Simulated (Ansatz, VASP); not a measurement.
LiF in VASP and in Ansatz

```xyz
2
Lattice="0.0000 2.1446 2.1446 2.2662 0.0000 2.1446 2.2662 2.1446 0.0000" Properties=species:S:1:pos:R:3 pbc="T T T"
Li    0.0000    0.0000    0.0000
F     1.1331    1.0723    1.0723
```

Change from the starting cell: uniaxial_x strain +5.7%.

Alike in both runs: task single point; functional r2SCAN; k mesh 10 × 10 × 10; no spin polarisation.

|  | VASP | Ansatz |
| --- | --- | --- |
| version | VASP 6.6.1 | Ansatz 0.2.0 |
| potentials or method | VASP PAW PBE potentials, release 64 (Li_sv, F) | plane waves, PAW |
| plane-wave cutoff (eV) | 520 | 500 |
| occupations | gaussian, width 0.01 eV | fixed |
| valence electrons in the cell | 10 | 10 |

Ansatz gave:

* gap on the k mesh at the Fermi level (eV): 8.32

Problem. Estimate VASP's values.

Solution. gap on the k mesh at the Fermi level (eV): 8.41.

VASP's potentials were made for PBE, not for r2SCAN.

Noted on VASP's run: the cutoff is short for stress, so the pressure is rough.
